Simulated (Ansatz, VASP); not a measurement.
## Two plane-wave programs on Au

File INCAR:

```
SYSTEM = Au
PREC     = Accurate       ! precision mode
ENCUT    = 520            ! plane-wave cutoff, eV
EDIFF    = 1E-7           ! SCF threshold, eV
ISMEAR   = 0              ! smearing method
SIGMA    = 0.15           ! smearing width, eV
LREAL    = .FALSE.        ! projectors in reciprocal space
LASPH    = .TRUE.         ! aspherical terms in the spheres
NELM     = 100            ! most SCF steps
ALGO     = Fast           ! electronic algorithm
ISIF     = 2              ! what is computed and relaxed
LWAVE    = .FALSE.        ! write WAVECAR
LCHARG   = .FALSE.        ! write CHGCAR
GGA      = PS             ! functional
NBANDS   = 42             ! bands
```

The input KPOINTS:

```
regular mesh
0
G
  18 18 4
  0 0 0
```

The input POSCAR:

```
Au
1.0
    2.0455000000     -2.0455000000      0.0000000000
    2.0455000000      0.0000000000     -2.0455000000
    8.3263375673      8.3263375673      8.3263375673
Au
6
Direct
    0.6666666667      0.6666666667      0.0818723672
    0.0000000000      0.0000000000      0.9007598166
    0.3333333333      0.3333333333      0.2456498571
    0.6666666667      0.6666666667      0.5732048368
    0.0000000000      0.0000000000      0.4094273470
    0.3333333333      0.3333333333      0.7369823267
```

Input for Ansatz:

```yaml
crystal:
  lattice:
    - [2.0455, -2.0455, 0.0]
    - [2.0455, 0.0, -2.0455]
    - [8.3263375673, 8.3263375673, 8.3263375673]
  atoms:
    - { symbol: Au, position: [0.6666666667, 0.6666666667, 0.0818723672] }
    - { symbol: Au, position: [0.0, 0.0, 0.9007598166] }
    - { symbol: Au, position: [0.3333333333, 0.3333333333, 0.2456498571] }
    - { symbol: Au, position: [0.6666666667, 0.6666666667, 0.5732048368] }
    - { symbol: Au, position: [0.0, 0.0, 0.409427347] }
    - { symbol: Au, position: [0.3333333333, 0.3333333333, 0.7369823267] }
basis:
  ecutwfc: 420
kpoints:
  mp_grid: { grid: [18, 18, 4] }
hamiltonian:
  xc: pbesol
scf:
  occupations: { method: gaussian, width: 0.15 }
output:
  forces: true
  stress: true
  eigenvalues: true
```

Alike in both runs: task single point; functional PBEsol; k mesh 18 × 18 × 4; occupations gaussian, width 0.15 eV; no spin polarisation.

|  | VASP | Ansatz |
| --- | --- | --- |
| version | VASP 6.6.1 | Ansatz 0.2.0 |
| potentials or method | VASP PAW PBE potentials, release 64 (Au), cutoff 520 eV | scalar-relativistic, plane waves, PAW |
| valence electrons in the cell | 66 | 114 |

Ansatz gave:

```
gap on the k mesh at the Fermi level (eV)                     : none
pressure (GPa)                                                : -3.1
traceless stress, the component that is largest in VASP (GPa) : -0.34
rms of the force components (eV/Å)                            : 0.192
```

What did VASP give for the same quantities?

gap on the k mesh at the Fermi level (eV): none; pressure (GPa): -3.3; traceless stress, the component that is largest in VASP (GPa): -0.34; rms of the force components (eV/Å): 0.190.

VASP's potentials were made for PBE, not for PBEsol. Atom by atom the forces differ by 0.002 eV/Å (rms over components). A gap of «none» marks a metal or a gap that the smearing closes. VASP's potentials hold 66 valence electrons a cell and Ansatz's 114, so a difference there can come from the potentials and not from the codes.

Spin-orbit coupling is off throughout.
